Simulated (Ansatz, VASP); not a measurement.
**Zr12Cu in VASP and in Ansatz**

```
Zr Cu
1.0
     6.46000    0.00000    0.00000
    -4.84500    8.39179    0.00000
     0.00000    0.00000    5.14539
Zr Cu
12 1
Direct
  0.93979 0.97426 0.02485
  0.21946 0.23617 0.62843
  0.98085 0.33979 0.01190
  0.19478 0.54146 0.45569
  0.10012 0.70335 0.93317
  0.17796 0.92118 0.48303
  0.49386 0.02170 0.98906
  0.71506 0.20587 0.49641
  0.40938 0.28999 0.14321
  0.75554 0.60321 0.37622
  0.51426 0.63378 0.92408
  0.61635 0.86843 0.50504
  0.70851 0.43681 0.77623
```

Alike in both runs: functional PBE; k mesh 3 × 2 × 3; occupations gaussian, width 0.1 eV; no spin polarisation.

Ansatz relaxed the structure, and its values are those at the end. VASP's run is a single point on that final structure, the one shown.

|  | VASP | Ansatz |
| --- | --- | --- |
| version | VASP 6.6.1 | Ansatz 0.2.0 |
| potentials or method | VASP PAW PBE potentials, release 64 (Zr_sv, Cu), cutoff 520 eV | scalar-relativistic, plane waves, PAW |
| valence electrons in the cell | 155 | 163 |

```tsv
	VASP	Ansatz	Ansatz less VASP
rms of the force components (eV/Å)	0.011	0.011	+0.0002
```

With one functional, cell and mesh, what is left measures potentials, basis and numerics. VASP's potentials hold 155 valence electrons a cell and Ansatz's 163, so a difference there can come from the potentials and not from the codes.

The k mesh is coarse, so the values compare programs but aren't converged.
